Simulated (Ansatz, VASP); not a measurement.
# Eu: VASP beside Ansatz

Contents of INCAR:

```
SYSTEM = Eu
PREC = Accurate
ENCUT = 520
EDIFF = 1E-6
ISMEAR = 0
SIGMA = 0.05
LREAL = .FALSE.
LASPH = .TRUE.
NELM = 150
ALGO = Fast
ISIF = 2
LWAVE = .FALSE.
LCHARG = .FALSE.
ISPIN = 2
MAGMOM = 7
LORBIT = 11
LMAXMIX = 6
GGA = PE
NBANDS = 18
```

Contents of KPOINTS:

```
Automatic mesh
0
G
  12 12 12
  0 0 0
```

Contents of POSCAR:

```
Eu
1.0
    0.0000000000      2.9041182077      2.9041182077
    2.9041182077      0.0000000000      2.9041182077
    2.9041182077      2.9041182077      0.0000000000
Eu
1
Direct
    0.0000000000      0.0000000000      0.0000000000
```

Input for Ansatz:

```yaml
crystal:
  lattice:
    - [0.0, 2.9041182077, 2.9041182077]
    - [2.9041182077, 0.0, 2.9041182077]
    - [2.9041182077, 2.9041182077, 0.0]
  atoms:
    - { symbol: Eu, position: [0.0, 0.0, 0.0], spin: 7.0 }
basis:
  ecutwfc: 420
  ecutrho_ratio: 4
kpoints:
  mp_grid: { grid: [12, 12, 12] }
hamiltonian:
  xc: pbe
scf:
  occupations: { method: gaussian, width: 0.05 }
output:
  forces: true
  stress: true
  eigenvalues: true
  populations: true
magnetization:
  spin_polarized: true
```

Alike in both runs: task single point; functional PBE; k mesh 12 × 12 × 12; occupations gaussian, width 0.05 eV; collinear spin.

|  | VASP | Ansatz |
| --- | --- | --- |
| version | VASP 6.6.1 | Ansatz 0.2.0 |
| potentials or method | VASP PAW PBE potentials, release 64 (Eu), cutoff 520 eV | scalar-relativistic, plane waves, PAW |
| valence electrons in the cell | 17 | 17 |

```tsv
	VASP	Ansatz	Ansatz less VASP
gap on the k mesh at the Fermi level (eV)	none	none	-
pressure (GPa)	-2.1	-1.8	+0.28
net moment per atom (μB)	7.44	7.45	+0.010
size of the moment on the site where the two differ most (μB)	6.72	7.17	+0.456
```

Site moments also hang on the region over which each program counts them. A gap of «none» marks a metal or a gap that the smearing closes.

Neither program's run includes spin-orbit coupling.
